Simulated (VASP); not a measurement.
# CaS: single point with PBE

CaS:

```
Ca S
1.0
     0.00000    2.84300    2.84300
     2.84300    0.00000    2.84300
     2.84300    2.84300    0.00000
Ca S
1 1
Direct
  0.50000 0.50000 0.50000
  0.00000 0.00000 0.00000
```

```
Program             : VASP 6.6.1
Task                : single point
Functional          : PBE
Potentials or basis : VASP PAW PBE potentials, release 64 (Ca_sv, S)
Cutoff              : 500 eV
k mesh              : 4 × 4 × 4
Occupations         : gaussian, width 0.05 eV
Spin                : no spin polarisation
```

| Property | Result |
| --- | --- |
| Pressure | 1.1 GPa |
| Band gap on the k mesh | 2.34 eV (least direct gap 3.15 eV) |

Levels at points of the mesh, in eV from the valence-band top:
```csv
k point,band 5,band 6,band 7,band 8,band 9,band 10,band 11,band 12
"(0.00, 0.00, 0.00)",-11.34,0.00,0.00,0.00,4.15,4.15,4.15,4.17
"(0.50, 0.00, 0.00)",-10.52,-3.11,-1.17,-1.17,5.22,6.07,6.20,6.20
"(0.50, 0.50, 0.00)",-10.71,-2.29,-0.81,-0.81,2.34,5.60,6.04,6.79
```

It took 7 s on 1 thread of AMD EPYC 7R43 64-Core Processor (Zen 3), on a shared host, peak memory 0.12 GiB.

Caveat: the k points lie up to 0.48 Å⁻¹ apart. A k mesh can miss the band edges.
